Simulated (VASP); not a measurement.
Set up this calculation in VASP 6.6.1, as the native input.

```yaml
Task: single point
Functional: PBE
Potentials_or_basis: VASP PAW PBE potentials, release 64 (Rh_pv)
Cutoff: 520 eV
k_mesh: 25 × 25 × 25
Occupations: fermi-dirac, width 0.0612256 eV
Spin: no spin polarisation
Dipole_correction: no
Further_INCAR_settings: ALGO = Normal; EDIFF = 1e-06; NBANDS = 14
```

The structure of Rh lies in POSCAR:

```
Rh
1.0
    0.0000000000      1.9530133223      1.9530133223
    1.9530133223      0.0000000000      1.9530133223
    1.9530133223      1.9530133223      0.0000000000
Rh
1
Direct
    0.0000000000      0.0000000000      0.0000000000
```

The input as run:

INCAR

```
SYSTEM = Rh
  ALGO = Normal
  EDIFF = 1E-6
  ENCUT = 520
  GGA = PE
  ISIF = 2
  ISMEAR = -1
  LASPH = .True.
  LCHARG = .False.
  LREAL = .False.
  LWAVE = .False.
  NBANDS = 14
  NELM = 80
  PREC = Accurate
  SIGMA = 0.06122561905347299
```

KPOINTS

```
k-points
0
Gamma
  25 25 25
  0 0 0
```

Potentials or basis: VASP PAW PBE potentials, release 64 (Rh_pv).

Launch:

```console
$ cat potpaw_PBE.64/Rh_pv/POTCAR > POTCAR
$ mpirun -np 1 vasp_std > vasp.out
```

Results of the run:

```
Pressure               : -12.9 GPa
Band gap on the k mesh : zero (an odd number of electrons rules out a gap without spin polarisation)
```

Caveat: the cell stands under tension.

Run time: 35 s on 1 thread of Intel(R) Xeon(R) Platinum 8559C (Emerald Rapids), on a shared host, peak memory 0.21 GiB.
